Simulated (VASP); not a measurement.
# ZrN (Fm-3m) in VASP: a series of runs

Runs on ZrN. Level: PBE. Tasks: single point.

Program: VASP 6.6.1. These are calculated values, not measurements. Logs are shortened: lines on timing, memory, paths and dates and some standing lists are left out, and cuts for length are marked.

### Step 1. The cell of the first run

The structure is cubic, space group Fm-3m (No. 225). The conventional cell has a = 4.538 Å, b = 4.538 Å, c = 4.538 Å, α = 90.00°, β = 90.00°, γ = 90.00°. Within 3.0 Å of Zr (site symmetry m-3m) lie 6 N at 2.27 Å. Within 3.0 Å of N (site symmetry m-3m) lie 6 Zr at 2.27 Å.

### Step 2. Single point, PBE

Contents of INCAR:

```
SYSTEM = ZrN
PREC = Accurate
ENCUT = 600
EDIFF = 1E-6
ISMEAR = -1
SIGMA = 0.05
LREAL = .False.
LASPH = .True.
NELM = 120
ALGO = Normal
ISIF = 2
LWAVE = .False.
LCHARG = .False.
GGA = PE
NBANDS = 16
GGA_COMPAT = .False.
```

Contents of KPOINTS:

```
Automatic mesh
0
Gamma
  10 10 10
  0 0 0
```

Contents of POSCAR:

```
ZrN
1.0
    0.0000000000      2.2689151084      2.2689151084
    2.2689151084      0.0000000000      2.2689151084
    2.2689151084      2.2689151084      0.0000000000
Zr N
1 1
Direct
    0.5000000000      0.5000000000      0.5000000000
    0.0000000000      0.0000000000      0.0000000000
```

Potentials or basis: VASP PAW PBE potentials, release 64 (Zr_sv, N).

Run with:

```
$ cat potpaw_PBE.64/Zr_sv/POTCAR potpaw_PBE.64/N/POTCAR > POTCAR
$ mpirun -np 1 vasp_std > vasp.out
```

OUTCAR:

```text
SYSTEM = ZrN
   PREC = Accurate
   ENCUT = 600
   EDIFF = 1E-6
   ISMEAR = -1
   LREAL = .False.
   LASPH = .True.
   NELM = 120
   ISIF = 2
   GGA = PE

 ion  position               nearest neighbor table
   1  0.500  0.500  0.500-   2 2.27   2 2.27   2 2.27   2 2.27   2 2.27   2 2.27
   2  0.000  0.000  0.000-   1 2.27   1 2.27   1 2.27   1 2.27   1 2.27   1 2.27

  LATTYP: Found a face centered cubic cell.
 ALAT       =     4.5378302168

  Lattice vectors:

 A1 = (   0.0000000000,   2.2689151084,   2.2689151084)
 A2 = (   2.2689151084,   0.0000000000,   2.2689151084)
 A3 = (   2.2689151084,   2.2689151084,   0.0000000000)

Analysis of symmetry for initial positions (statically):
=====================================================================
 Subroutine PRICEL returns:
 Original cell was already a primitive cell.

 Routine SETGRP: Setting up the symmetry group for a
 face centered cubic supercell.

 Subroutine GETGRP returns: Found 48 space group operations
 (whereof 48 operations were pure point group operations)
 out of a pool of 48 trial point group operations.

The static configuration has the point symmetry O_h .

Analysis of symmetry for dynamics (positions and initial velocities):
=====================================================================
 Subroutine PRICEL returns:
 Original cell was already a primitive cell.

 Routine SETGRP: Setting up the symmetry group for a
 face centered cubic supercell.

 Subroutine GETGRP returns: Found 48 space group operations
 (whereof 48 operations were pure point group operations)
 out of a pool of 48 trial point group operations.

The dynamic configuration has the point symmetry O_h .

 Subroutine INISYM returns: Found 48 space group operations
 (whereof 48 operations are pure point group operations),
 and found     1 'primitive' translations

----------------------------------------------------------------------------------------

                                     Primitive cell

  volume of cell :      23.3606

  direct lattice vectors                    reciprocal lattice vectors
     0.000000000  2.268915108  2.268915108    -0.220369638  0.220369638  0.220369638
     2.268915108  0.000000000  2.268915108     0.220369638 -0.220369638  0.220369638
     2.268915108  2.268915108  0.000000000     0.220369638  0.220369638 -0.220369638

  length of vectors
     3.208730518  3.208730518  3.208730518     0.381691409  0.381691409  0.381691409

  position of ions in fractional coordinates (direct lattice)
     0.500000000  0.500000000  0.500000000
     0.000000000  0.000000000  0.000000000

  ion indices of the primitive-cell ions
   primitive index   ion index
                 1           1
                 2           2

----------------------------------------------------------------------------------------

 KPOINTS: Automatic mesh

Automatic generation of k-mesh.
 Grid dimensions read from file:
 generate k-points for:   10   10   10

 Generating k-lattice:

  Cartesian coordinates                     Fractional coordinates (reciprocal lattice)
    -0.022036964  0.022036964  0.022036964     0.100000000  0.000000000  0.000000000
     0.022036964 -0.022036964  0.022036964     0.000000000  0.100000000  0.000000000
     0.022036964  0.022036964 -0.022036964     0.000000000  0.000000000  0.100000000

  Length of vectors
     0.038169141  0.038169141  0.038169141

  Shift w.r.t. Gamma in fractional coordinates (k-lattice)
     0.000000000  0.000000000  0.000000000

 Subroutine IBZKPT returns following result:
 ===========================================

 Found     47 irreducible k-points:

 Following reciprocal coordinates:
            Coordinates               Weight
  0.000000  0.000000  0.000000      1.000000
  0.100000  0.000000  0.000000      8.000000
  0.200000  0.000000  0.000000      8.000000
  0.300000  0.000000  0.000000      8.000000
  0.400000  0.000000  0.000000      8.000000
  0.500000  0.000000  0.000000      4.000000
[... 16 lines left out ...]
  0.300000  0.300000  0.000000      6.000000
  0.400000  0.300000  0.000000     24.000000
 [... further k-points ...]
   k-points           NKPTS =     47   k-points in BZ     NKDIM =     47   number of bands    NBANDS=     16
   number of dos      NEDOS =    301   number of ions     NIONS =      2
   total plane-waves  NPLWV =  21952
   dimension x,y,z NGX =    28 NGY =   28 NGZ =   28
   dimension x,y,z NGXF=    56 NGYF=   56 NGZF=   56
   ions per type =               1   1
   NGX,Y,Z   is equivalent  to a cutoff of  14.51, 14.51, 14.51 a.u.
   NGXF,Y,Z  is equivalent  to a cutoff of  29.01, 29.01, 29.01 a.u.
 SYSTEM =  ZrN
   PREC   = accura    normal or accurate (medium, high low for compatibility)
   ISTART =      0    job   : 0-new  1-cont  2-samecut
   ICHARG =      2    charge: 1-file 2-atom 10-const
   ISPIN  =      1    spin polarized calculation?
   LNONCOLLINEAR =      F non collinear calculations
   LSORBIT =      F    spin-orbit coupling
   LASPH  =      T    aspherical Exc in radial PAW
   ENCUT  =  600.0 eV  44.10 Ry    6.64 a.u.   6.41  6.41  6.41*2*pi/ulx,y,z
   NELM   =    120;   NELMIN=  2; NELMDL= -5     # of ELM steps
   EDIFF  = 0.1E-05   stopping-criterion for ELM
   LREAL  =      F    real-space projection
   EDIFFG = 0.1E-04   stopping-criterion for IOM
   NSW    =      0    number of steps for IOM
   IBRION =     -1    ionic relax: 0-MD 1-quasi-New 2-CG
   NFREE  =      0    steps in history (QN), initial steepest desc. (CG)
   ISIF   =      2    stress and relaxation
   ISYM   =      2    0-nonsym 1-usesym 2-fastsym
   POTIM  = 0.5000    time-step for ionic-motion
   TEBEG  =    0.0;   TEEND  =   0.0 temperature during run
   PSTRESS=    0.0 pullay stress
   NELECT =      17.0000    total number of electrons
   NUPDOWN=      -1.0000    fix difference up-down
   EMIN   =  10.00;   EMAX   =-10.00  energy-range for DOS
   EFERMI =   0.00;   METHOD = LEGACY
   ISMEAR =    -1;   SIGMA  =   0.05  broadening in eV -4-tet -1-fermi 0-gaus
   EFERMI_NEDOS =   21; number of points for ismear=-14 and -15
   IALGO  =     38    algorithm
   IMIX   =      4    mixing-type and parameters
     AMIX     =   0.40;   BMIX     =  1.00
     AMIX_MAG =   1.60;   BMIX_MAG =  1.00
  volume/ion in A,a.u.               =      11.68        78.82
  Fermi-wavevector in a.u.,A,eV,Ry     =   1.472526  2.782670 29.501948  2.168332
  Thomas-Fermi vector in A             =   2.587530
   LORBIT       =      0    0 simple, 1 ext, 2 COOP (PROOUT), +10 PAW based schemes
   GGA     = PE    functional components
   LHFCALC =     F    Hartree Fock is set to
   AEXX    =    0.0000 exact exchange contribution
   IVDW    =     0    specifies the selected vdW correction
   LEPSILON=     F    determine dielectric tensor
   LRPA    =     F    only Hartree local field effects (RPA)
 non-spin polarized calculation
  energy-cutoff  :      600.00
  volume of cell :       23.36
 maximum number of plane-waves:       794
 NGX is ok and might be reduce to    28
   NGX = 13   NGY = 13   NGZ = 13

 number of electron      17.0000001 magnetization

 Free energy of the ion-electron system (eV)
  ---------------------------------------------------
  ext. energy  EPLUGINS =         0.00000000
  ---------------------------------------------------
  free energy    TOTEN  =       -20.34220513 eV

  energy without entropy =      -20.33606255  energy(sigma->0) =      -20.33913384

 E-fermi :  12.4135     XC(G=0): -12.6669

 val. band max:       12.4033956546   @ k =  -0.1000   0.1000   0.0000
 cond. band min:      12.4249558107   @ k =  -0.4000   0.3000   0.0000
 fundamental gap:      0.0215601561
 Fermi energy:        12.4135089826

 k-point     1 :       0.0000    0.0000    0.0000
  band No.  band energies     occupation
      1     -37.1255      2.00000
      2     -14.7142      2.00000
      3     -14.7142      2.00000
      4     -14.7142      2.00000
      5      -4.0388      2.00000
      6       9.6650      2.00000
[... 8 lines left out ...]
     15      21.5957      0.00000
     16      35.4504      0.00000

 k-point     2 :       0.1000    0.0000    0.0000
  band No.  band energies     occupation
      1     -37.1103      2.00000
      2     -14.8535      2.00000
      3     -14.7242      2.00000
      4     -14.7242      2.00000
      5      -3.8230      2.00000
      6       8.8649      2.00000
[... 8 lines left out ...]
     15      22.2891      0.00000
     16      33.3892      0.00000

 k-point     3 :       0.2000    0.0000    0.0000
  band No.  band energies     occupation
      1     -37.0700      2.00000
      2     -15.1999      2.00000
      3     -14.7501      2.00000
      4     -14.7501      2.00000
      5      -3.2603      2.00000
      6       7.3846      2.00000
[... 8 lines left out ...]
     15      23.9261      0.00000
     16      30.9115      0.00000

 k-point     4 :       0.3000    0.0000    0.0000
  band No.  band energies     occupation
      1     -37.0197      2.00000
      2     -15.5976      2.00000
      3     -14.7817      2.00000
      4     -14.7817      2.00000
      5      -2.5516      2.00000
      6       5.9718      2.00000
[... 8 lines left out ...]
     15      25.0789      0.00000
     16      28.4012      0.00000
[... 324 lines left out ...]
 k-point    22 :      -0.2000    0.2000    0.0000
  band No.  band energies     occupation
      1     -37.0026      2.00000
      2     -15.5242      2.00000
      3     -15.0231      2.00000
      4     -14.7660      2.00000
      5      -2.5630      2.00000
      6       5.8867      2.00000
[... 8 lines left out ...]
     15      25.5531      0.00000
     16      26.0515      0.00000

 k-point    23 :       0.3000    0.3000    0.0000
  band No.  band energies     occupation
      1     -36.9856      2.00000
      2     -15.4642      2.00000
      3     -14.9753      2.00000
      4     -14.9753      2.00000
      5      -3.1026      2.00000
      6       6.3402      2.00000
[... 8 lines left out ...]
     15      27.5075      0.00000
     16      27.6487      0.00000

 k-point    24 :       0.4000    0.3000    0.0000
  band No.  band energies     occupation
      1     -36.9534      2.00000
      2     -15.6027      2.00000
      3     -15.0549      2.00000
      4     -15.0155      2.00000
      5      -3.0969      2.00000
      6       6.6266      2.00000
[... 8 lines left out ...]
     15      25.2293      0.00000
     16      27.7636      0.00000

 [... further k-points ...]

------------------------ aborting loop because EDIFF is reached ----------------------------------------

  FORCE on cell =-STRESS in cart. coord.  units (eV):
  Direction    XX          YY          ZZ          XY          YZ          ZX
  --------------------------------------------------------------------------------------
  -------------------------------------------------------------------------------------
  Total        1.4997070      1.4997070      1.4997070     -0.0000000     -0.0000000      0.0000000
  in kB      102.8566259    102.8566259    102.8566259     -0.0000000     -0.0000000      0.0000000
  external PRESSURE =     102.8566259 kB  Pullay stress =       0.0000000 kB

 VOLUME and BASIS-vectors are now :
 -----------------------------------------------------------------------------
  energy-cutoff  :      600.00
  volume of cell :       23.36
      direct lattice vectors                 reciprocal lattice vectors
     0.000000000  2.268915108  2.268915108    -0.220369638  0.220369638  0.220369638
     2.268915108  0.000000000  2.268915108     0.220369638 -0.220369638  0.220369638
     2.268915108  2.268915108  0.000000000     0.220369638  0.220369638 -0.220369638

 POSITION                                       TOTAL-FORCE (eV/Angst)
 -----------------------------------------------------------------------------------
      2.26892      2.26892      2.26892         0.000000      0.000000     -0.000000
      0.00000      0.00000      0.00000        -0.000000     -0.000000      0.000000
 -----------------------------------------------------------------------------------
    total drift:                                0.000000      0.000000      0.000000

  FREE ENERGIE OF THE ION-ELECTRON SYSTEM (eV)
  ---------------------------------------------------
  free  energy   TOTEN  =       -20.3422051282 eV

  energy  without entropy=      -20.3360625544  energy(sigma->0) =      -20.33913384
```

Wall time 29 s (1 thread of Intel Xeon 6975P-C, shared host); peak memory 0.17 GiB.

Results:

- Free energy: -20.3422 eV
- Pressure: 10.3 GPa

### Step 3. Single point, PBE

This run uses another cell than the first one, of 11.92 Å³/atom, 1.021 times its volume.

Contents of INCAR:

```
PREC = Accurate ; ENCUT = 600
EDIFF = 1E-6 ; ISMEAR = -1
SIGMA = 0.05 ; LREAL = False
LASPH = True ; NELM = 120
ALGO = Normal ; ISIF = 2
LWAVE = False ; LCHARG = True
GGA = PE ; LELF = True
LVHAR = True ; NBANDS = 16
GGA_COMPAT = False
```

Contents of KPOINTS:

```
Automatic mesh
0
Gamma
  10 10 10
```

Contents of POSCAR:

```
ZrN
1.0
    0.0000000000      2.2845632933      2.2845632933
    2.2845632933      0.0000000000      2.2845632933
    2.2845632933      2.2845632933      0.0000000000
Zr N
1 1
Direct
    0.5000000000      0.5000000000      0.5000000000
    0.0000000000      0.0000000000      0.0000000000
```

Potentials or basis: VASP PAW PBE potentials, release 64 (Zr_sv, N).

Run with:

```
$ cat potpaw_PBE.64/Zr_sv/POTCAR potpaw_PBE.64/N/POTCAR > POTCAR
$ mpirun -np 1 vasp_std > vasp.out
```

Run time: 27 s. Hardware: 1 thread of Intel Xeon 6975P-C, shared host; peak memory 0.17 GiB.

The run converged. Its results:

- Free energy: -20.3653 eV
- Pressure: 4.5 GPa

Levels at points of the mesh, in eV from the Fermi level:
```tsv
k point	band 7	band 8	band 9	band 10	band 11	band 12
(0.00, 0.00, 0.00)	-2.72	-2.72	-0.44	-0.44	-0.44	1.57
(0.50, 0.00, 0.00)	-5.78	-5.78	3.03	3.10	3.10	4.77
(0.50, 0.50, 0.00)	-3.56	-3.21	-3.21	3.39	4.57	4.57
```
